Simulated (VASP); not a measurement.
# Sn (I4/mmm) in VASP: a series of runs

Runs on Sn. Level: r2SCAN. Tasks: single point.

Everything below comes from runs of VASP 6.6.1. Logs are shortened: lines on timing, memory, paths and dates and some standing lists are left out, and cuts for length are marked.

## (1) The cell of the first run

Symmetry: I4/mmm, No. 139, tetragonal system. Conventional cell: a = 3.707 Å, b = 3.707 Å, c = 3.783 Å, α = 90.00°, β = 90.00°, γ = 90.00°. Sn (site symmetry 4/mmm) has 14 Sn at 3.23 to 3.78 Å within 4.3 Å.

## (2) Single point, r2SCAN (strain -0.0200 x Voigt [1, 1, 0, 0, 0, 0])

POSCAR

```
Sn
1.0
   -1.8534600823      1.8534600823      1.8912857983
    1.8534600823     -1.8534600823      1.8912857983
    1.8534600823      1.8534600823     -1.8912857983
Sn
1
Direct
    0.0000000000      0.0000000000      0.0000000000
```

INCAR.step1

```
SYSTEM = Sn
ALGO     = Normal         ! electronic algorithm
EDIFF    = 1E-4           ! SCF threshold, eV
ENCUT    = 520            ! plane-wave cutoff, eV
GGA      = PE             ! functional
ISMEAR   = 0              ! smearing method
LASPH    = .TRUE.         ! aspherical terms in the spheres
LCHARG   = .FALSE.        ! write CHGCAR
LREAL    = .FALSE.        ! projectors in reciprocal space
LWAVE    = .TRUE.         ! write WAVECAR
NBANDS   = 13             ! bands
NELM     = 80             ! most SCF steps
PREC     = Accurate       ! precision mode
SIGMA    = 0.15           ! smearing width, eV
```

INCAR.step2

```
SYSTEM = Sn
ALGO     = Normal         ! electronic algorithm
EDIFF    = 1E-6           ! SCF threshold, eV
ENCUT    = 520            ! plane-wave cutoff, eV
ISIF     = 2              ! what is computed and relaxed
ISMEAR   = 0              ! smearing method
ISTART   = 1            
LASPH    = .TRUE.         ! aspherical terms in the spheres
LCHARG   = .FALSE.        ! write CHGCAR
LMIXTAU  = .TRUE.       
LREAL    = .FALSE.        ! projectors in reciprocal space
LWAVE    = .FALSE.        ! write WAVECAR
METAGGA  = R2SCAN         ! meta-GGA
NBANDS   = 13             ! bands
NELM     = 80             ! most SCF steps
PREC     = Accurate       ! precision mode
SIGMA    = 0.15           ! smearing width, eV
```

KPOINTS

```
k-points
0
G
  22 22 22
  0 0 0
```

Potentials or basis: VASP PAW PBE potentials, release 64 (Sn_d).

Run with:

```sh
cat potpaw_PBE.64/Sn_d/POTCAR > POTCAR
cp INCAR.step1 INCAR
mpirun -np 1 vasp_std > vasp.out
cp INCAR.step2 INCAR
mpirun -np 1 vasp_std > vasp.out
```

OUTCAR:

```text
SYSTEM = Sn
   EDIFF = 1E-6
   ENCUT = 520
   ISIF = 2
   ISMEAR = 0
   ISTART = 1
   LASPH = .TRUE.
   LREAL = .FALSE.
   METAGGA = R2SCAN
   NELM = 80
   PREC = Accurate

 ion  position               nearest neighbor table
   1  0.000  0.000  0.000-

  LATTYP: Found a body centered tetragonal cell.
 ALAT       =     3.7069201646
 C/A-ratio  =     1.0204081633

  Lattice vectors:

 A1 = (  -1.8534600823,   1.8534600823,   1.8912857983)
 A2 = (   1.8534600823,  -1.8534600823,   1.8912857983)
 A3 = (   1.8534600823,   1.8534600823,  -1.8912857983)

Analysis of symmetry for initial positions (statically):
=====================================================================
 Subroutine PRICEL returns:
 Original cell was already a primitive cell.

 Routine SETGRP: Setting up the symmetry group for a
 body centered tetragonal supercell.

 Subroutine GETGRP returns: Found 16 space group operations
 (whereof 16 operations were pure point group operations)
 out of a pool of 16 trial point group operations.

The static configuration has the point symmetry D_4h.

Analysis of symmetry for dynamics (positions and initial velocities):
=====================================================================
 Subroutine PRICEL returns:
 Original cell was already a primitive cell.

 Routine SETGRP: Setting up the symmetry group for a
 body centered tetragonal supercell.

 Subroutine GETGRP returns: Found 16 space group operations
 (whereof 16 operations were pure point group operations)
 out of a pool of 16 trial point group operations.

The dynamic configuration has the point symmetry D_4h.

 Subroutine INISYM returns: Found 16 space group operations
 (whereof 16 operations are pure point group operations),
 and found     1 'primitive' translations

----------------------------------------------------------------------------------------

                                     Primitive cell

  volume of cell :      25.9886

  direct lattice vectors                    reciprocal lattice vectors
    -1.853460082  1.853460082  1.891285798     0.000000000  0.269765723  0.264370409
     1.853460082 -1.853460082  1.891285798     0.269765723  0.000000000  0.264370409
     1.853460082  1.853460082 -1.891285798     0.269765723  0.269765723  0.000000000

  length of vectors
     3.232273275  3.232273275  3.232273275     0.377710549  0.377710549  0.381506345

  position of ions in fractional coordinates (direct lattice)
     0.000000000  0.000000000  0.000000000

  ion indices of the primitive-cell ions
   primitive index   ion index
                 1           1

----------------------------------------------------------------------------------------

 KPOINTS: k-points

Automatic generation of k-mesh.
 Grid dimensions read from file:
 generate k-points for:   22   22   22

 Generating k-lattice:

  Cartesian coordinates                     Fractional coordinates (reciprocal lattice)
     0.000000000  0.012262078  0.012016837     0.045454545  0.000000000  0.000000000
     0.012262078  0.000000000  0.012016837     0.000000000  0.045454545  0.000000000
     0.012262078  0.012262078  0.000000000     0.000000000  0.000000000  0.045454545

  Length of vectors
     0.017168661  0.017168661  0.017341197

  Shift w.r.t. Gamma in fractional coordinates (k-lattice)
     0.000000000  0.000000000  0.000000000

 Subroutine IBZKPT returns following result:
 ===========================================

 Found    834 irreducible k-points:

 Following reciprocal coordinates:
            Coordinates               Weight
  0.000000  0.000000  0.000000      1.000000
  0.045455 -0.000000  0.000000      8.000000
  0.090909 -0.000000  0.000000      8.000000
  0.136364 -0.000000  0.000000      8.000000
  0.181818 -0.000000  0.000000      8.000000
  0.227273  0.000000  0.000000      8.000000
[... 16 lines left out ...]
  0.500000  0.045455  0.000000     16.000000
 -0.454545  0.045455 -0.000000     16.000000
 [... further k-points ...]
   k-points           NKPTS =    834   k-points in BZ     NKDIM =    834   number of bands    NBANDS=     13
   number of dos      NEDOS =    301   number of ions     NIONS =      1
   total plane-waves  NPLWV =  13824
   dimension x,y,z NGX =    24 NGY =   24 NGZ =   24
   dimension x,y,z NGXF=    48 NGYF=   48 NGZF=   48
   ions per type =               1
   NGX,Y,Z   is equivalent  to a cutoff of  12.34, 12.34, 12.34 a.u.
   NGXF,Y,Z  is equivalent  to a cutoff of  24.69, 24.69, 24.69 a.u.
 SYSTEM =  Sn
   PREC   = accura    normal or accurate (medium, high low for compatibility)
   ISTART =      1    job   : 0-new  1-cont  2-samecut
   ICHARG =      0    charge: 1-file 2-atom 10-const
   ISPIN  =      1    spin polarized calculation?
   LNONCOLLINEAR =      F non collinear calculations
   LSORBIT =      F    spin-orbit coupling
   LASPH  =      T    aspherical Exc in radial PAW
   ENCUT  =  520.0 eV  38.22 Ry    6.18 a.u.   6.01  6.01  6.01*2*pi/ulx,y,z
   NELM   =     80;   NELMIN=  2; NELMDL=  0     # of ELM steps
   EDIFF  = 0.1E-05   stopping-criterion for ELM
   LREAL  =      F    real-space projection
   EDIFFG = 0.1E-04   stopping-criterion for IOM
   NSW    =      0    number of steps for IOM
   IBRION =     -1    ionic relax: 0-MD 1-quasi-New 2-CG
   NFREE  =      0    steps in history (QN), initial steepest desc. (CG)
   ISIF   =      2    stress and relaxation
   ISYM   =      2    0-nonsym 1-usesym 2-fastsym
   POTIM  = 0.5000    time-step for ionic-motion
   TEBEG  =    0.0;   TEEND  =   0.0 temperature during run
   PSTRESS=    0.0 pullay stress
   NELECT =      14.0000    total number of electrons
   NUPDOWN=      -1.0000    fix difference up-down
   EMIN   =  10.00;   EMAX   =-10.00  energy-range for DOS
   EFERMI =   0.00;   METHOD = LEGACY
   ISMEAR =     0;   SIGMA  =   0.15  broadening in eV -4-tet -1-fermi 0-gaus
   EFERMI_NEDOS =   21; number of points for ismear=-14 and -15
   IALGO  =     38    algorithm
   IMIX   =      4    mixing-type and parameters
     AMIX     =   0.40;   BMIX     =  1.00
     AMIX_MAG =   1.60;   BMIX_MAG =  1.00
  volume/ion in A,a.u.               =      25.99       175.38
  Fermi-wavevector in a.u.,A,eV,Ry     =   1.332057  2.517224 24.141867  1.774377
  Thomas-Fermi vector in A             =   2.461021
   LORBIT       =      0    0 simple, 1 ext, 2 COOP (PROOUT), +10 PAW based schemes
   METAGGA = R2SCAN    functional components
   LHFCALC =     F    Hartree Fock is set to
   AEXX    =    0.0000 exact exchange contribution
   IVDW    =     0    specifies the selected vdW correction
   LEPSILON=     F    determine dielectric tensor
   LRPA    =     F    only Hartree local field effects (RPA)
 non-spin polarized calculation
 Gauss-broadening in eV      SIGMA  =   0.15
  energy-cutoff  :      520.00
  volume of cell :       25.99
 maximum number of plane-waves:       715
   NGX = 13   NGY = 13   NGZ = 13

 number of electron      13.9999992 magnetization

 Free energy of the ion-electron system (eV)
  ---------------------------------------------------
  ext. energy  EPLUGINS =         0.00000000
  ---------------------------------------------------
  free energy    TOTEN  =       -24.49798434 eV

  energy without entropy =      -24.49256005  energy(sigma->0) =      -24.49527220

 E-fermi :   8.5801     XC(G=0): -11.5083

 val. band max:        8.5783599034   @ k =  -0.4091   0.4545   0.2727
 cond. band min:       8.5911455759   @ k =  -0.3636   0.5000   0.3636
 fundamental gap:      0.0127856725
 Fermi energy:         8.5801137370

 k-point     1 :       0.0000    0.0000    0.0000
  band No.  band energies     occupation
      1     -13.7135      2.00000
      2     -13.7135      2.00000
      3     -13.7067      2.00000
      4     -13.5435      2.00000
      5     -13.5316      2.00000
      6      -3.4126      2.00000
      7      17.3843      0.00000
      8      17.5219      0.00000
      9      17.5219      0.00000
     10      21.3840      0.00000
     11      21.6965      0.00000
     12      21.6965      0.00000
     13      22.0212      0.00000

 k-point     2 :       0.0455   -0.0000    0.0000
  band No.  band energies     occupation
      1     -13.7126      2.00000
      2     -13.7117      2.00000
      3     -13.7033      2.00000
      4     -13.5445      2.00000
      5     -13.5322      2.00000
      6      -3.3635      2.00000
      7      16.9596      0.00000
      8      17.2921      0.00000
      9      17.4001      0.00000
     10      20.8004      0.00000
     11      21.1290      0.00000
     12      21.4537      0.00000
     13      22.4369      0.00000

 k-point     3 :       0.0909   -0.0000    0.0000
  band No.  band energies     occupation
      1     -13.7149      2.00000
      2     -13.7069      2.00000
      3     -13.6886      2.00000
      4     -13.5475      2.00000
      5     -13.5337      2.00000
      6      -3.2159      2.00000
      7      15.7619      0.00000
      8      16.7321      0.00000
      9      17.2102      0.00000
     10      20.1142      0.00000
     11      20.4403      0.00000
     12      21.2421      0.00000
     13      22.8977      0.00000
[... 305 lines left out ...]
 k-point    23 :       0.5000    0.0455    0.0000
  band No.  band energies     occupation
      1     -13.7641      2.00000
      2     -13.6916      2.00000
      3     -13.5546      2.00000
      4     -13.5447      2.00000
      5     -13.4402      2.00000
      6       1.7362      2.00000
      7       3.8386      2.00000
      8      12.3390      0.00000
      9      14.4108      0.00000
     10      17.6316      0.00000
     11      18.1368      0.00000
     12      24.2291      0.00000
     13      25.7639      0.00000

 k-point    24 :      -0.4545    0.0455   -0.0000
  band No.  band energies     occupation
      1     -13.7619      2.00000
      2     -13.6895      2.00000
      3     -13.5566      2.00000
      4     -13.5443      2.00000
      5     -13.4512      2.00000
      6       1.0033      2.00000
      7       4.7611      2.00000
      8      12.4633      0.00000
      9      14.4958      0.00000
     10      17.7031      0.00000
     11      18.1879      0.00000
     12      23.6454      0.00000
     13      25.8732      0.00000

 [... further k-points ...]

------------------------ aborting loop because EDIFF is reached ----------------------------------------

  FORCE on cell =-STRESS in cart. coord.  units (eV):
  Direction    XX          YY          ZZ          XY          YZ          ZX
  --------------------------------------------------------------------------------------
  -------------------------------------------------------------------------------------
  Total        0.3195852      0.3195852      0.3279331      0.0000000      0.0000000      0.0000000
  in kB       19.7021468     19.7021468     20.2167895      0.0000000      0.0000000      0.0000000
  external PRESSURE =      19.8736943 kB  Pullay stress =       0.0000000 kB

 VOLUME and BASIS-vectors are now :
 -----------------------------------------------------------------------------
  energy-cutoff  :      520.00
  volume of cell :       25.99
      direct lattice vectors                 reciprocal lattice vectors
    -1.853460082  1.853460082  1.891285798     0.000000000  0.269765723  0.264370409
     1.853460082 -1.853460082  1.891285798     0.269765723  0.000000000  0.264370409
     1.853460082  1.853460082 -1.891285798     0.269765723  0.269765723  0.000000000

 POSITION                                       TOTAL-FORCE (eV/Angst)
 -----------------------------------------------------------------------------------
      0.00000      0.00000      0.00000        -0.000000      0.000000      0.000000
 -----------------------------------------------------------------------------------
    total drift:                                0.000000      0.000000     -0.000000

  FREE ENERGIE OF THE ION-ELECTRON SYSTEM (eV)
  ---------------------------------------------------
  free  energy   TOTEN  =       -24.4979843386 eV

  energy  without entropy=      -24.4925600545  energy(sigma->0) =      -24.49527220
```

It took 3.6 min on 1 thread of Intel Xeon 6975P-C (Granite Rapids), shared host; peak memory 0.35 GiB.

What came out:

| Quantity | Value |
| --- | --- |
| Free energy | -24.4980 eV |
| Pressure | 2.0 GPa |
| Band gap on the k mesh | zero (band 7 reaches 17.38 eV, above the bottom of band 8 at 5.87 eV) |

Levels at points of the mesh, in eV from the Fermi level:
```csv
k point,band 4,band 5,band 6,band 7,band 8,band 9,band 10,band 11
"(0.00, 0.00, 0.00)",-22.12,-22.11,-11.99,8.80,8.94,8.94,12.80,13.12
"(0.50, 0.00, 0.00)",-22.12,-22.02,-6.74,-4.95,4.02,6.16,8.91,8.95
"(0.50, 0.50, 0.00)",-22.12,-22.01,-6.58,-4.89,3.74,5.78,8.54,8.64
"(0.50, 0.50, 0.50)",-22.04,-22.04,-2.04,-0.92,-0.49,-0.49,4.09,4.25
```

Caveat: the cell differs from its parent crystal (strain -0.0200 x Voigt [1, 1, 0, 0, 0, 0]); the PAW data sets were made with another functional, which shifts forces and pressure a little; spin-orbit coupling is left out, which moves the levels of the heavy elements.

## (3) Single point, r2SCAN (strain -0.0100 x Voigt [1, 1, 0, 0, 0, 0])

POSCAR

```
Sn
1.0
   -1.8723729403      1.8723729403      1.8912857983
    1.8723729403     -1.8723729403      1.8912857983
    1.8723729403      1.8723729403     -1.8912857983
Sn
1
Direct
    0.0000000000      0.0000000000      0.0000000000
```

INCAR.step1

```
SYSTEM = Sn
PREC = Accurate
ENCUT = 520
ISMEAR = 0
SIGMA = 0.15
LREAL = .False.
LASPH = .True.
NELM = 60
NBANDS = 13
GGA = PE
ALGO = Normal
EDIFF = 1E-4
LWAVE = .True.
LCHARG = .False.
```

INCAR.step2

```
SYSTEM = Sn
PREC = Accurate
ENCUT = 520
EDIFF = 1E-6
ISMEAR = 0
SIGMA = 0.15
LREAL = .False.
LASPH = .True.
NELM = 60
ALGO = Normal
ISIF = 2
LWAVE = .False.
LCHARG = .False.
METAGGA = R2SCAN
LMIXTAU = .True.
NBANDS = 13
ISTART = 1
```

KPOINTS

```
regular mesh
0
Gamma
  22 22 22
  0 0 0
```

Potentials or basis: VASP PAW PBE potentials, release 64 (Sn_d).

Run with:

```sh
cat potpaw_PBE.64/Sn_d/POTCAR > POTCAR
cp INCAR.step1 INCAR
mpirun -np 1 vasp_std > vasp.out
cp INCAR.step2 INCAR
mpirun -np 1 vasp_std > vasp.out
```

Run time: 3.4 min. Hardware: 1 thread of Intel Xeon 6975P-C (Granite Rapids), shared host; peak memory 0.36 GiB.

The run converged. Its results:

```
Free energy            : -24.5027 eV
Pressure               : 0.8 GPa
Band gap on the k mesh : zero (band 7 reaches 16.97 eV, above the bottom of band 8 at 5.69 eV)
```

Levels at points of the mesh, in eV from the Fermi level:
```
           k point  band 3  band 4  band 5  band 6  band 7  band 8  band 9  band 10  band 11  band 12
(0.00, 0.00, 0.00)  -22.28  -22.12  -22.11  -11.84    8.64    8.71    8.71    12.86    13.01    13.01
(0.50, 0.00, 0.00)  -22.13  -22.13  -22.02   -6.69   -4.83    3.89    6.01     8.77     8.77    16.05
(0.50, 0.50, 0.00)  -22.12  -22.12  -22.02   -6.62   -4.80    3.75    5.83     8.59     8.62    16.39
(0.50, 0.50, 0.50)  -22.05  -22.04  -22.04   -2.16   -0.75   -0.54   -0.54     4.13     4.21    19.24
```

Caveat: the cell differs from its parent crystal (strain -0.0100 x Voigt [1, 1, 0, 0, 0, 0]); the PAW data sets were made with another functional, which shifts forces and pressure a little; spin-orbit coupling is left out, which moves the levels of the heavy elements.

## (4) Single point, r2SCAN (strain +0.0100 x Voigt [1, 1, 0, 0, 0, 0])

POSCAR

```
Sn
1.0
   -1.9101986563      1.9101986563      1.8912857983
    1.9101986563     -1.9101986563      1.8912857983
    1.9101986563      1.9101986563     -1.8912857983
Sn
1
Direct
    0.0000000000      0.0000000000      0.0000000000
```

INCAR.step1

```
SYSTEM = Sn
ALGO = Normal
EDIFF = 1E-4
ENCUT = 520
GGA = PE
ISMEAR = 0
LASPH = .TRUE.
LCHARG = .FALSE.
LREAL = .FALSE.
LWAVE = .TRUE.
NBANDS = 13
NELM = 100
PREC = Accurate
SIGMA = 0.15
```

INCAR.step2

```
SYSTEM = Sn
ALGO = Normal
EDIFF = 1E-6
ENCUT = 520
ISIF = 2
ISMEAR = 0
ISTART = 1
LASPH = .TRUE.
LCHARG = .FALSE.
LMIXTAU = .TRUE.
LREAL = .FALSE.
LWAVE = .FALSE.
METAGGA = R2SCAN
NBANDS = 13
NELM = 100
PREC = Accurate
SIGMA = 0.15
```

KPOINTS

```
k-points
0
G
  22 22 22
  0 0 0
```

Run with:

```sh
cat potpaw_PBE.64/Sn_d/POTCAR > POTCAR
cp INCAR.step1 INCAR
mpirun -np 1 vasp_std > vasp.out
cp INCAR.step2 INCAR
mpirun -np 1 vasp_std > vasp.out
```

Wall time 8.1 min (1 thread of Intel Xeon 6975P-C (Granite Rapids), shared host); peak memory 0.39 GiB.

Results (log left out):

| Property | Result |
| --- | --- |
| Free energy | -24.5014 eV |
| Pressure | -1.3 GPa |
| Band gap on the k mesh | zero (band 7 reaches 16.10 eV, above the bottom of band 8 at 5.34 eV) |

Stress tensor (GPa, compression positive):
```
-1.23  0.00  0.00
 0.00 -1.23  0.00
 0.00  0.00 -1.31
```

Levels at points of the mesh, in eV from the Fermi level:
```tsv
k point	band 3	band 4	band 5	band 6	band 7	band 8	band 9	band 10	band 11	band 12
(0.00, 0.00, 0.00)	-22.26	-22.12	-22.11	-11.53	8.26	8.26	8.33	12.84	12.84	12.97
(0.50, 0.00, 0.00)	-22.12	-22.12	-22.03	-6.61	-4.60	3.64	5.73	8.43	8.51	15.88
(0.50, 0.50, 0.00)	-22.13	-22.12	-22.03	-6.68	-4.62	3.78	5.91	8.58	8.69	15.63
(0.50, 0.50, 0.50)	-22.05	-22.05	-22.05	-2.42	-0.64	-0.64	-0.44	4.15	4.24	19.02
```

Caveat: the cell differs from its parent crystal (strain +0.0100 x Voigt [1, 1, 0, 0, 0, 0]); the PAW data sets were made with another functional, which shifts forces and pressure a little; spin-orbit coupling is left out, which moves the levels of the heavy elements.

## (5) Overview

```csv
cell,gap on the mesh (eV),pressure (GPa)
"a = 3.232 Å, angles 110.0, 110.0, 108.4°, 1 atom",none,2.0
"a = 3.254 Å, angles 109.7, 109.7, 108.9°, 1 atom",none,0.8
"a = 3.298 Å, angles 109.2, 109.2, 110.0°, 1 atom",none,-1.3
```

Alike in all rows: task single point; level r2SCAN; potentials or basis VASP PAW PBE potentials, release 64 (Sn_d); no spin polarisation; k mesh 22 × 22 × 22; cutoff (eV) 520; smearing gaussian 0.15 eV.

Caveats: the PAW data sets were made with another functional, which shifts forces and pressure a little; spin-orbit coupling is left out, which moves the levels of the heavy elements.

Total energies depend on the potentials used, so only differences within one code and one set of settings carry meaning.
